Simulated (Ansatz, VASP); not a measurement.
**One calculation of Al3B2N, two programs**

```
Al B N
1.0
     3.22542    0.00000    0.00000
     0.00000    3.22542    0.00000
     0.00000    0.00000    7.97614
Al B N
3 2 1
Direct
  0.00000 0.00000 0.00000
  0.00000 0.50000 0.50000
  0.50000 0.00000 0.50000
  0.00000 0.50000 0.00000
  0.50000 0.00000 0.00000
  0.50000 0.50000 0.00000
```

Alike in both runs: task relaxation of cell and atoms; functional PBE; k mesh 6 × 6 × 2; occupations gaussian, width 0.1 eV; no spin polarisation.

|  | VASP | Ansatz |
| --- | --- | --- |
| version | VASP 6.6.1 | Ansatz 0.2.0 |
| potentials or method | VASP PAW PBE potentials, release 64 (Al, B, N), cutoff 600 eV | scalar-relativistic, plane waves, PAW |
| valence electrons in the cell | 20 | 20 |

Ansatz gave:

| Item | Value |
| --- | --- |
| gap on the k mesh at the Fermi level, each at its own relaxed structure (eV) | none |
| relaxed volume (Å³/atom) | 12.75 |
| relaxed cell length with the largest relative difference (Å) | 4.241 |

Q: Estimate VASP's values.

A: gap on the k mesh at the Fermi level, each at its own relaxed structure (eV): none; relaxed volume (Å³/atom): 12.64; relaxed cell length with the largest relative difference (Å): 4.221.

A gap of «none» marks a metal or a gap that the smearing closes.

The k mesh is coarse, so the values compare programs but aren't converged.
